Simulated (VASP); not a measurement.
Write the native input for VASP 6.6.1 that does the following.

- Task: single point
- Functional: PBE
- Dispersion: D3(BJ)
- Potentials or basis: VASP PAW PBE potentials, release 64 (Sn_d, O)
- Cutoff: 520 eV
- k mesh: 7 × 7 × 1
- Occupations: gaussian, width 0.05 eV
- Spin: no spin polarisation
- Dipole correction: yes
- Further INCAR settings: ALGO = Normal; EDIFF = 1e-06; NBANDS = 50

The structure of SnO lies in POSCAR:

```
SnO
1.0
    3.8201526697      0.0002954396      0.0000000000
   -0.0003145245      3.8201526682      0.0000000000
    0.0000000000      0.0000000000     22.2260755522
Sn O
4 4
Direct
    0.9999453086      0.9999453086      0.2024648926
    0.4999453086      0.4999453086      0.3087831570
    0.6249453086      0.9999453086      0.4887519504
    1.1249453086      1.4999453086      0.5950702148
    0.9999461247      0.4999461247      0.2556240248
    0.4999461247      0.9999461247      0.2556240248
    0.6249444925      1.4999444925      0.5419110826
    1.1249444925      0.9999444925      0.5419110826
```

This cell differs from its parent crystal: layers slid over each other.

The input as run:

INCAR

```
PREC = Accurate ; ENCUT = 520
EDIFF = 1E-6 ; ISMEAR = 0
SIGMA = 0.05 ; LREAL = F
LASPH = T ; NELM = 80
ALGO = Normal ; ISIF = 2
LWAVE = F ; LCHARG = F
LDIPOL = T ; IDIPOL = 3
DIPOL = 0.5 0.5 0.399 ; GGA = PE
IVDW = 12 ; NBANDS = 50
```

KPOINTS

```
regular mesh
0
Gamma
  7 7 1
```

Potentials or basis: VASP PAW PBE potentials, release 64 (Sn_d, O).

The run is started by

```sh
$ cat potpaw_PBE.64/Sn_d/POTCAR potpaw_PBE.64/O/POTCAR > POTCAR
$ mpirun -np 1 vasp_std > vasp.out
```

Results of the run:

The largest force is 0.136 eV/Å, the band gap on the k mesh is 2.38 eV (least direct gap 2.53 eV) and the dispersion energy per atom is -0.157 eV.

Caveat: the cell differs from its parent crystal (layers slid over each other); spin-orbit coupling is left out, which moves the levels of the heavy elements.

Run time: 7.1 min on 1 thread of Intel(R) Xeon(R) Platinum 8124M CPU @ 3.00GHz (Skylake/Cascade Lake), on a shared host, peak memory 0.45 GiB.
